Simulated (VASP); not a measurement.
Set up this calculation in VASP 6.6.1, as the native input.

- Task: single point
- Functional: PBEsol
- Potentials or basis: VASP PAW PBE potentials, release 64 (W_sv, C)
- Cutoff: 520 eV
- k mesh: 4 × 5 × 1
- Occupations: gaussian, width 0.05 eV
- Spin: no spin polarisation
- Dipole correction: no
- Further INCAR settings: LREAL = Auto; ALGO = Normal; EDIFF = 1e-07; NBANDS = 93

The structure of W9C8 lies in POSCAR:

```
W9C8
1.0
    5.8060000000      0.0000000000      0.0000000000
    0.0000000000      5.6630000000      0.0000000000
    0.0000000000      0.0000000000     15.1901200000
W C
9 8
Direct
    0.0000000000      0.0000000000      0.0658323305
    0.2507562866     -0.0154502914      0.2272654857
    0.0000000000      0.5000000000      0.0658323305
    0.2484426455      0.4886005651      0.2249626073
    0.5000000000      0.0000000000      0.0658323305
    0.7650573545     -0.0083824828      0.2276914205
    0.5000000000      0.5000000000      0.0658323305
    0.7643057182      0.4921688151      0.2263876125
    0.0125525319      0.4989579728      0.3827819662
    0.0051575956      0.2429991171      0.1659442453
    0.1456482949      0.2110932368      0.3251606307
    0.0056176369      0.7445283419      0.1676776089
    0.2131243541      0.7295620696      0.3273517260
    0.5044052704      0.2470008829      0.1712552633
    0.8667750603      0.2243508741      0.3257574002
    0.5085823286      0.7431829419      0.1694725256
    0.8383513607      0.7478735652      0.3255498311
```

These files were run (other wordings do the same):

INCAR

```
SYSTEM = W9C8
PREC     = Accurate       ! precision mode
ENCUT    = 520            ! plane-wave cutoff, eV
EDIFF    = 1E-7           ! SCF threshold, eV
ISMEAR   = 0              ! smearing method
SIGMA    = 0.05           ! smearing width, eV
LREAL    = Auto         
LASPH    = .TRUE.         ! aspherical terms in the spheres
NELM     = 60             ! most SCF steps
ALGO     = Normal         ! electronic algorithm
ISIF     = 2              ! what is computed and relaxed
LWAVE    = .FALSE.        ! write WAVECAR
LCHARG   = .FALSE.        ! write CHGCAR
GGA      = PS             ! functional
NBANDS   = 93             ! bands
```

KPOINTS

```
Automatic mesh
0
G
  4 5 1
  0 0 0
```

Potentials or basis: VASP PAW PBE potentials, release 64 (W_sv, C).

Command:

```console
$ cat potpaw_PBE.64/W_sv/POTCAR potpaw_PBE.64/C/POTCAR > POTCAR
$ mpirun -np 1 vasp_std > vasp.out
```

It gave:

* Largest force: 1.275 eV/Å
* Band gap on the k mesh: zero (bands 79 and 80 overlap by 0.22 eV)

Caveat: there is no dipole correction, which matters where the two faces differ; the PAW data sets were made with another functional, which shifts forces and pressure a little; spin-orbit coupling is left out, which moves the levels of the heavy elements.

Wall time 24 min on 1 thread of Intel(R) Xeon(R) Platinum 8259CL CPU @ 2.50GHz (Skylake/Cascade Lake), with other jobs on the host, peak memory 0.7 GiB.
